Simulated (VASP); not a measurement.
# Ni (Fm-3m) in VASP: notebook

Runs on Ni. Level: LDA. Tasks: electric field gradients.

All numbers are computed with VASP 6.6.1; they aren't measurements. Logs are shortened: lines on timing, memory, paths and dates and some standing lists are left out, and cuts for length are marked.

## 1. The cell of the first run

Symmetry: Fm-3m, No. 225, cubic system. The conventional cell has a = 3.488 Å, b = 3.488 Å, c = 3.488 Å, α = 90.00°, β = 90.00°, γ = 90.00°. Ni (site symmetry m-3m) has 12 Ni at 2.47 Å within 3.3 Å.

## 2. Electric field gradients, LDA, collinear spin, ferromagnetic start (10.61 Å³/atom)

File INCAR:

```
PREC = Accurate
ENCUT = 520
EDIFF = 1E-8
ISMEAR = -1
SIGMA = 0.05
LREAL = False
LASPH = True
NELM = 150
ALGO = Normal
ISIF = 2
LWAVE = False
LCHARG = False
ISPIN = 2
MAGMOM = 1.5
LORBIT = 11
LMAXMIX = 4
GGA = CA
LEFG = True
NBANDS = 15
```

File KPOINTS:

```
regular mesh
0
Gamma
  20 20 20
```

File POSCAR:

```
Ni
1.0
    0.0000000000      1.7440558547      1.7440558547
    1.7440558547      0.0000000000      1.7440558547
    1.7440558547      1.7440558547      0.0000000000
Ni
1
Direct
    0.0000000000      0.0000000000      0.0000000000
```

Potentials or basis: VASP PAW LDA potentials, release 64 (Ni).

Launch:

```sh
$ cat potpaw_LDA.64/Ni/POTCAR > POTCAR
$ mpirun -np 1 vasp_std > vasp.out
```

OUTCAR:

```text
PREC = Accurate
   ENCUT = 520
   EDIFF = 1E-8
   ISMEAR = -1
   LREAL = False
   LASPH = True
   NELM = 150
   ISIF = 2
   ISPIN = 2
   LORBIT = 11
   GGA = CA

 ion  position               nearest neighbor table
   1  0.000  0.000  0.000-

  LATTYP: Found a face centered cubic cell.
 ALAT       =     3.4881117094

  Lattice vectors:

 A1 = (   0.0000000000,   1.7440558547,   1.7440558547)
 A2 = (   1.7440558547,   0.0000000000,   1.7440558547)
 A3 = (   1.7440558547,   1.7440558547,   0.0000000000)

Analysis of symmetry for initial positions (statically):
=====================================================================
 Subroutine PRICEL returns:
 Original cell was already a primitive cell.

 Routine SETGRP: Setting up the symmetry group for a
 face centered cubic supercell.

 Subroutine GETGRP returns: Found 48 space group operations
 (whereof 48 operations were pure point group operations)
 out of a pool of 48 trial point group operations.

The static configuration has the point symmetry O_h .

Analysis of symmetry for dynamics (positions and initial velocities):
=====================================================================
 Subroutine PRICEL returns:
 Original cell was already a primitive cell.

 Routine SETGRP: Setting up the symmetry group for a
 face centered cubic supercell.

 Subroutine GETGRP returns: Found 48 space group operations
 (whereof 48 operations were pure point group operations)
 out of a pool of 48 trial point group operations.

The dynamic configuration has the point symmetry O_h .

Analysis of structural, dynamic, and magnetic symmetry:
=====================================================================
 Subroutine PRICEL returns:
 Original cell was already a primitive cell.

 Routine SETGRP: Setting up the symmetry group for a
 face centered cubic supercell.

 Subroutine GETGRP returns: Found 48 space group operations
 (whereof 48 operations were pure point group operations)
 out of a pool of 48 trial point group operations.

The overall configuration has the point symmetry O_h .

 Subroutine INISYM returns: Found 48 space group operations
[... 578 lines left out ...]
     12      39.5639      0.00000
     13      43.9039      0.00000
     14      50.5789      0.00000
     15      52.1246      0.00000

 [... further k-points ...]

 spin component 2

 k-point     1 :       0.0000    0.0000    0.0000
  band No.  band energies     occupation
      1       0.2723      1.00000
      2       7.5892      1.00000
      3       7.5892      1.00000
      4       7.5892      1.00000
      5       8.7362      1.00000
      6       8.7362      1.00000
      7      33.3672      0.00000
      8      37.3835      0.00000
      9      37.3835      0.00000
     10      37.3835      0.00000
     11      40.5455      0.00000
     12      40.5455      0.00000
     13      40.5455      0.00000
     14      43.4869      0.00000
[... 403 lines left out ...]
      4       7.6638      1.00000
      5       9.1751      0.98468
      6       9.5102      0.07316
      7      19.0267      0.00000
      8      31.4515      0.00000
      9      33.8344      0.00000
     10      35.7927      0.00000
     11      37.8380      0.00000
     12      39.6665      0.00000
     13      44.0321      0.00000
     14      50.6991      0.00000
     15      52.4351      0.00000

 [... further k-points ...]

------------------------ aborting loop because EDIFF is reached ----------------------------------------

  FORCE on cell =-STRESS in cart. coord.  units (eV):
  Direction    XX          YY          ZZ          XY          YZ          ZX
  --------------------------------------------------------------------------------------
  -------------------------------------------------------------------------------------
  Total       -0.8154948     -0.8154948     -0.8154948     -0.0000000     -0.0000000      0.0000000
  in kB     -123.1460855   -123.1460855   -123.1460855     -0.0000000     -0.0000000      0.0000000
  external PRESSURE =    -123.1460855 kB  Pullay stress =       0.0000000 kB

 VOLUME and BASIS-vectors are now :
 -----------------------------------------------------------------------------
  energy-cutoff  :      520.00
  volume of cell :       10.61
      direct lattice vectors                 reciprocal lattice vectors
     0.000000000  1.744055855  1.744055855    -0.286688066  0.286688066  0.286688066
     1.744055855  0.000000000  1.744055855     0.286688066 -0.286688066  0.286688066
     1.744055855  1.744055855  0.000000000     0.286688066  0.286688066 -0.286688066

 POSITION                                       TOTAL-FORCE (eV/Angst)
 -----------------------------------------------------------------------------------
      0.00000      0.00000      0.00000         0.000000      0.000000      0.000000
 -----------------------------------------------------------------------------------
    total drift:                                0.000000     -0.000000      0.000000

  FREE ENERGIE OF THE ION-ELECTRON SYSTEM (eV)
  ---------------------------------------------------
  free  energy   TOTEN  =        -6.5624776301 eV

  energy  without entropy=       -6.5476548226  energy(sigma->0) =       -6.55506623

 Electric field gradients (V/A^2)
---------------------------------------------------------------------
 ion       V_xx      V_yy      V_zz      V_xy      V_xz      V_yz
---------------------------------------------------------------------
   1      -0.000     0.000    -0.000    -0.000    -0.000    -0.000
---------------------------------------------------------------------

 Electric field gradients after diagonalization (V/A^2)
 (convention: |V_zz| > |V_xx| > |V_yy|)
----------------------------------------------------------------------
 ion       V_xx      V_yy      V_zz     asymmetry (V_yy - V_xx)/ V_zz
----------------------------------------------------------------------
   1       0.000     0.000    -0.001       0.000
----------------------------------------------------------------------

           NMR quadrupolar parameters

 Cq : quadrupolar parameter    Cq=e*Q*V_zz/h
 eta: asymmetry parameters     (V_yy - V_xx)/ V_zz
 Q  : nuclear electric quadrupole moment in mb (millibarn)
----------------------------------------------------------------------
 ion       Cq(MHz)       eta       Q (mb)
----------------------------------------------------------------------
   1      -0.000       0.000       1.000
----------------------------------------------------------------------

 total charge

# of ion       s       p       d       tot
------------------------------------------
    1        0.510   0.519   8.337   9.365

 magnetization (x)

# of ion       s       p       d       tot
------------------------------------------
    1       -0.005  -0.018   0.632   0.608
```

OSZICAR:

```text
N       E                     dE             d eps       ncg     rms          rms(c)
DAV:   1     0.321363788595E+02    0.32136E+02   -0.42256E+03 16219   0.871E+02
DAV:   2    -0.617658043499E+01   -0.38313E+02   -0.35529E+02 17313   0.164E+02
DAV:   3    -0.761923389573E+01   -0.14427E+01   -0.14312E+01 18832   0.311E+01
DAV:   4    -0.762782815644E+01   -0.85943E-02   -0.85929E-02 18738   0.229E+00
DAV:   5    -0.762792542631E+01   -0.97270E-04   -0.97269E-04 19328   0.217E-01    0.108E+01
DAV:   6    -0.694284264547E+01    0.68508E+00   -0.14035E+01 22236   0.429E+01    0.615E+00
DAV:   7    -0.658279180649E+01    0.36005E+00   -0.26001E+00 20225   0.163E+01    0.185E+00
DAV:   8    -0.656668510984E+01    0.16107E-01   -0.22657E-02 18888   0.947E-01    0.924E-01
DAV:   9    -0.656339389697E+01    0.32912E-02   -0.19541E-03 25559   0.246E-01    0.305E-01
DAV:  10    -0.656249320371E+01    0.90069E-03   -0.94803E-04 26344   0.165E-01    0.367E-02
DAV:  11    -0.656247809160E+01    0.15112E-04   -0.20162E-05 22340   0.283E-02    0.236E-02
DAV:  12    -0.656247792398E+01    0.16762E-06   -0.57801E-06 24115   0.128E-02    0.527E-03
DAV:  13    -0.656247774932E+01    0.17466E-06   -0.10221E-07 19784   0.376E-03    0.423E-03
DAV:  14    -0.656247763207E+01    0.11725E-06   -0.80093E-08 17662   0.175E-03    0.844E-04
DAV:  15    -0.656247763014E+01    0.19343E-08   -0.77143E-09 15317   0.711E-04
   1 F= -.65624776E+01 E0= -.65550662E+01  d E =-.148228E-01  mag=     0.6049
```

Run time: 54 s. Hardware: 1 thread of Intel Xeon Platinum 8488C (Sapphire Rapids), shared host; peak memory 0.16 GiB.

Results:

* Free energy: -6.5625 eV
* Pressure: -12.3 GPa
* Net moment: 0.60 μB per cell
* Site moments: Ni +0.61 μB
* Largest electric field gradient by atom: under 0.05 V/Å² on every atom
* Valence electrons inside the program's atomic spheres: Ni 9.37

Levels at points of the mesh, in eV from the Fermi level:
Spin up:
```tsv
k point	band 3	band 4	band 5	band 6	band 7	band 8
(0.00, 0.00, 0.00)	-2.41	-2.41	-1.22	-1.22	24.00	27.95
(0.50, 0.00, 0.00)	-2.42	-0.50	-0.50	-0.30	5.90	22.51
(0.50, 0.50, 0.00)	-0.47	-0.34	-0.34	2.47	9.51	15.01
```
Spin down:
| k point | band 3 | band 4 | band 5 | band 6 | band 7 | band 8 |
| --- | --- | --- | --- | --- | --- | --- |
| (0.00, 0.00, 0.00) | -1.79 | -1.79 | -0.65 | -0.65 | 23.98 | 28.00 |
| (0.50, 0.00, 0.00) | -1.86 | -0.26 | 0.15 | 0.15 | 6.28 | 22.48 |
| (0.50, 0.50, 0.00) | 0.12 | 0.36 | 0.36 | 2.52 | 9.79 | 15.08 |

Caveat: the cell stands under tension.

## 3. Electric field gradients, LDA, collinear spin, ferromagnetic start (10.61 Å³/atom)

File INCAR:

```
PREC     = Accurate       # precision mode
ENCUT    = 520            # plane-wave cutoff, eV
EDIFF    = 1E-8           # SCF threshold, eV
ISMEAR   = -1             # smearing method
SIGMA    = 0.05           # smearing width, eV
LREAL    = F              # projectors in reciprocal space
LASPH    = T              # aspherical terms in the spheres
NELM     = 150            # most SCF steps
ALGO     = Normal         # electronic algorithm
ISIF     = 2              # what is computed and relaxed
LWAVE    = F              # write WAVECAR
LCHARG   = F              # write CHGCAR
ISPIN    = 2              # spin polarisation
MAGMOM   = 1.5            # initial moments
LORBIT   = 11             # projections on sites
LMAXMIX  = 4              # l up to which the mixer works
LEFG     = T            
NBANDS   = 15             # bands
```

File KPOINTS:

```
Automatic mesh
0
Gamma
  20 20 20
```

POSCAR is that of step 2.

Potentials or basis: VASP PAW LDA potentials, release 64 (Ni).

Launch:

```sh
$ cat potpaw_LDA.64/Ni/POTCAR > POTCAR
$ mpirun -np 1 vasp_std > vasp.out
```

OUTCAR:

```text
PREC = Accurate
   ENCUT = 520
   EDIFF = 1E-8
   ISMEAR = -1
   LREAL = F
   LASPH = T
   NELM = 150
   ISIF = 2
   ISPIN = 2
   LORBIT = 11

 ion  position               nearest neighbor table
   1  0.000  0.000  0.000-

  LATTYP: Found a face centered cubic cell.
 ALAT       =     3.4881117094

  Lattice vectors:

 A1 = (   0.0000000000,   1.7440558547,   1.7440558547)
 A2 = (   1.7440558547,   0.0000000000,   1.7440558547)
 A3 = (   1.7440558547,   1.7440558547,   0.0000000000)

Analysis of symmetry for initial positions (statically):
=====================================================================
 Subroutine PRICEL returns:
 Original cell was already a primitive cell.

 Routine SETGRP: Setting up the symmetry group for a
 face centered cubic supercell.

 Subroutine GETGRP returns: Found 48 space group operations
 (whereof 48 operations were pure point group operations)
 out of a pool of 48 trial point group operations.

The static configuration has the point symmetry O_h .

Analysis of symmetry for dynamics (positions and initial velocities):
=====================================================================
 Subroutine PRICEL returns:
 Original cell was already a primitive cell.

 Routine SETGRP: Setting up the symmetry group for a
 face centered cubic supercell.

 Subroutine GETGRP returns: Found 48 space group operations
 (whereof 48 operations were pure point group operations)
 out of a pool of 48 trial point group operations.

The dynamic configuration has the point symmetry O_h .
[... 1025 lines left out ...]
      7      19.0267      0.00000
      8      31.4515      0.00000
      9      33.8344      0.00000
     10      35.7927      0.00000
     11      37.8380      0.00000
     12      39.6665      0.00000
     13      44.0321      0.00000
     14      50.6991      0.00000
     15      52.4351      0.00000

 [... further k-points ...]

------------------------ aborting loop because EDIFF is reached ----------------------------------------

  FORCE on cell =-STRESS in cart. coord.  units (eV):
  Direction    XX          YY          ZZ          XY          YZ          ZX
  --------------------------------------------------------------------------------------
  -------------------------------------------------------------------------------------
  Total       -0.8154948     -0.8154948     -0.8154948     -0.0000000     -0.0000000      0.0000000
  in kB     -123.1460855   -123.1460855   -123.1460855     -0.0000000     -0.0000000      0.0000000
  external PRESSURE =    -123.1460855 kB  Pullay stress =       0.0000000 kB

 VOLUME and BASIS-vectors are now :
 -----------------------------------------------------------------------------
  energy-cutoff  :      520.00
  volume of cell :       10.61
      direct lattice vectors                 reciprocal lattice vectors
     0.000000000  1.744055855  1.744055855    -0.286688066  0.286688066  0.286688066
     1.744055855  0.000000000  1.744055855     0.286688066 -0.286688066  0.286688066
     1.744055855  1.744055855  0.000000000     0.286688066  0.286688066 -0.286688066

 POSITION                                       TOTAL-FORCE (eV/Angst)
 -----------------------------------------------------------------------------------
      0.00000      0.00000      0.00000         0.000000      0.000000      0.000000
 -----------------------------------------------------------------------------------
    total drift:                                0.000000     -0.000000      0.000000

  FREE ENERGIE OF THE ION-ELECTRON SYSTEM (eV)
  ---------------------------------------------------
  free  energy   TOTEN  =        -6.5624776301 eV

  energy  without entropy=       -6.5476548226  energy(sigma->0) =       -6.55506623

 Electric field gradients (V/A^2)
---------------------------------------------------------------------
 ion       V_xx      V_yy      V_zz      V_xy      V_xz      V_yz
---------------------------------------------------------------------
   1      -0.000     0.000    -0.000    -0.000    -0.000    -0.000
---------------------------------------------------------------------

 Electric field gradients after diagonalization (V/A^2)
 (convention: |V_zz| > |V_xx| > |V_yy|)
----------------------------------------------------------------------
 ion       V_xx      V_yy      V_zz     asymmetry (V_yy - V_xx)/ V_zz
----------------------------------------------------------------------
   1       0.000     0.000    -0.001       0.000
----------------------------------------------------------------------

           NMR quadrupolar parameters

 Cq : quadrupolar parameter    Cq=e*Q*V_zz/h
 eta: asymmetry parameters     (V_yy - V_xx)/ V_zz
 Q  : nuclear electric quadrupole moment in mb (millibarn)
----------------------------------------------------------------------
 ion       Cq(MHz)       eta       Q (mb)
----------------------------------------------------------------------
   1      -0.000       0.000       1.000
----------------------------------------------------------------------

 total charge

# of ion       s       p       d       tot
------------------------------------------
    1        0.510   0.519   8.337   9.365

 magnetization (x)

# of ion       s       p       d       tot
------------------------------------------
    1       -0.005  -0.018   0.632   0.608
```

OSZICAR:

```text
N       E                     dE             d eps       ncg     rms          rms(c)
DAV:   1     0.321363788595E+02    0.32136E+02   -0.42256E+03 16219   0.871E+02
DAV:   2    -0.617658043499E+01   -0.38313E+02   -0.35529E+02 17313   0.164E+02
DAV:   3    -0.761923389573E+01   -0.14427E+01   -0.14312E+01 18832   0.311E+01
DAV:   4    -0.762782815644E+01   -0.85943E-02   -0.85929E-02 18738   0.229E+00
DAV:   5    -0.762792542631E+01   -0.97270E-04   -0.97269E-04 19328   0.217E-01    0.108E+01
DAV:   6    -0.694284264547E+01    0.68508E+00   -0.14035E+01 22236   0.429E+01    0.615E+00
DAV:   7    -0.658279180649E+01    0.36005E+00   -0.26001E+00 20225   0.163E+01    0.185E+00
DAV:   8    -0.656668510984E+01    0.16107E-01   -0.22657E-02 18888   0.947E-01    0.924E-01
DAV:   9    -0.656339389697E+01    0.32912E-02   -0.19541E-03 25559   0.246E-01    0.305E-01
DAV:  10    -0.656249320371E+01    0.90069E-03   -0.94803E-04 26344   0.165E-01    0.367E-02
DAV:  11    -0.656247809160E+01    0.15112E-04   -0.20162E-05 22340   0.283E-02    0.236E-02
DAV:  12    -0.656247792398E+01    0.16762E-06   -0.57801E-06 24115   0.128E-02    0.527E-03
DAV:  13    -0.656247774932E+01    0.17466E-06   -0.10221E-07 19784   0.376E-03    0.423E-03
DAV:  14    -0.656247763207E+01    0.11725E-06   -0.80093E-08 17662   0.175E-03    0.844E-04
DAV:  15    -0.656247763014E+01    0.19343E-08   -0.77143E-09 15317   0.711E-04
   1 F= -.65624776E+01 E0= -.65550662E+01  d E =-.148228E-01  mag=     0.6049
```

It took 55 s on 1 thread of Intel Xeon Platinum 8488C (Sapphire Rapids), shared host; peak memory 0.16 GiB.

What came out:

```
Free energy                                           : -6.5625 eV
Pressure                                              : -12.3 GPa
Net moment                                            : 0.60 μB per cell
Site moments                                          : Ni +0.61 μB
Largest electric field gradient by atom               : under 0.05 V/Å² on every atom
Valence electrons inside the program's atomic spheres : Ni 9.37
```

Caveat: the cell stands under tension.
